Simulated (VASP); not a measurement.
Na: single point with PBE

The system is Na.

```
Na
1.0
    -1.88829    1.88829    2.63728
     1.88829   -1.88829    2.63728
     1.88829    1.88829   -2.63728
Na
1
Direct
  0.00000 0.00000 0.00000
```

```
Program             : VASP 6.6.1
Task                : single point
Functional          : PBE
Potentials or basis : VASP PAW PBE potentials, release 64 (Na_pv)
Cutoff              : 500 eV
k mesh              : 3 × 3 × 4
Occupations         : fermi-dirac, width 0.014 eV
Spin                : no spin polarisation
```

```json
{
 "Pressure": "-0.3 GPa"
}
```

Stress tensor (GPa, compression positive):
```
-1.11  0.00  0.00
 0.00 -1.11  0.00
 0.00  0.00  1.41
```

Levels at points of the mesh, in eV from the Fermi level:
```
           k point  band 1  band 2  band 3  band 4  band 5  band 6
(0.00, 0.00, 0.00)  -25.17  -25.17  -25.17   -3.51   10.73   10.73
(0.00, 0.00, 0.50)  -25.20  -25.18  -25.18    1.45    1.99    6.00
```

Run time: 4.5 s on 1 thread of AMD EPYC 7R43 64-Core Processor (Zen 3), on a shared host, peak memory 0.11 GiB.

Caveat: the k points lie up to 0.68 Å⁻¹ apart.
